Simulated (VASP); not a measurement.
A run of VASP 6.6.1 is set up as follows.

The input INCAR:

```
SYSTEM = Zn2Se
  PREC = Accurate
  ENCUT = 520
  EDIFF = 1E-6
  ISMEAR = 0
  SIGMA = 0.1
  LREAL = .FALSE.
  LASPH = .TRUE.
  NELM = 60
  ALGO = Normal
  ISIF = 2
  LWAVE = .FALSE.
  LCHARG = .FALSE.
  GGA = PE
  NBANDS = 39
```

File KPOINTS:

```
regular mesh
0
G
  10 10 10
  0 0 0
```

The input POSCAR:

```
Zn2Se
1.0
   -2.6587607755      2.6587607755      4.0225344347
    2.6587607755     -2.6587607755      4.0225344347
    2.6587607755      2.6587607755     -4.0225344347
Zn Se
4 2
Direct
    0.3330328354      0.3330328354      0.0000000000
    0.0830328354      0.5830328354      0.5000000000
    0.4169671646      0.9169671646      0.5000000000
    0.6669671646      0.6669671646      0.0000000000
    0.0000000000      0.0000000000      0.0000000000
    0.7500000000      0.2500000000      0.5000000000
```

Potentials or basis: VASP PAW PBE potentials, release 64 (Zn, Se).

Run with:

```sh
$ cat potpaw_PBE.64/Zn/POTCAR potpaw_PBE.64/Se/POTCAR > POTCAR
$ mpirun -np 1 vasp_std > vasp.out
```

Q: What does it give for the band gap on the k mesh?

A: Zero (bands 30 and 31 overlap by 0.81 eV).

Q: Predict the pressure.

A: 0.2 GPa.

Forces on the atoms (eV/Å):
```
Zn   0.000  0.000  0.002
Zn   0.000  0.000  0.002
Zn   0.000  0.000 -0.002
Zn   0.000  0.000 -0.002
Se   0.000  0.000  0.000
Se   0.000  0.000  0.000
```
